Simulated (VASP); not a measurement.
A run of VASP 6.6.1:

INCAR

```
SYSTEM = HfO2
PREC = Accurate
ENCUT = 520
EDIFF = 1E-7
ISMEAR = 0
SIGMA = 0.02
LREAL = .FALSE.
LASPH = .TRUE.
NELM = 100
ALGO = Normal
ISIF = 2
LWAVE = .FALSE.
LCHARG = .FALSE.
GGA = PE
NBANDS = 56
```

Contents of KPOINTS:

```
Automatic mesh
0
G
  6 6 6
  0 0 0
```

POSCAR

```
HfO2
1.0
    5.1608161686      0.0000000000     -0.0026983608
    0.0000000000      5.2120357480      0.0000000000
   -0.8943678684      0.0000000000      5.2768569391
Hf O
4 8
Direct
    0.2757545172      0.4572322395      0.7083815606
    0.7242454828      0.9572322395      0.7916184394
    0.7242454828      0.5427677605      0.2916184394
    0.2757545172      0.0427677605      0.2083815606
    0.4491087588      0.7427951331      0.9766232809
    0.5508912412      0.2427951331      0.5233767191
    0.5508912412      0.2572048669      0.0233767191
    0.4491087588      0.7572048669      0.4766232809
    0.0672073888      0.3287421134      0.3483869844
    0.9327926112      0.8287421134      0.1516130156
    0.9327926112      0.6712578866      0.6516130156
    0.0672073888      0.1712578866      0.8483869844
```

Potentials or basis: VASP PAW PBE potentials, release 64 (Hf_pv, O).

The run is started by

```sh
$ cat potpaw_PBE.64/Hf_pv/POTCAR potpaw_PBE.64/O/POTCAR > POTCAR
$ mpirun -np 1 vasp_std > vasp.out
```

Hardware: 1 thread of Intel Xeon 8259CL (shared host).

Task: Estimate the wall time of this run.

Result: Run time: 16 min on 1 thread of Intel Xeon 8259CL (shared host), peak memory 0.56 GiB. Counts: scf iterations 17, k points 80.
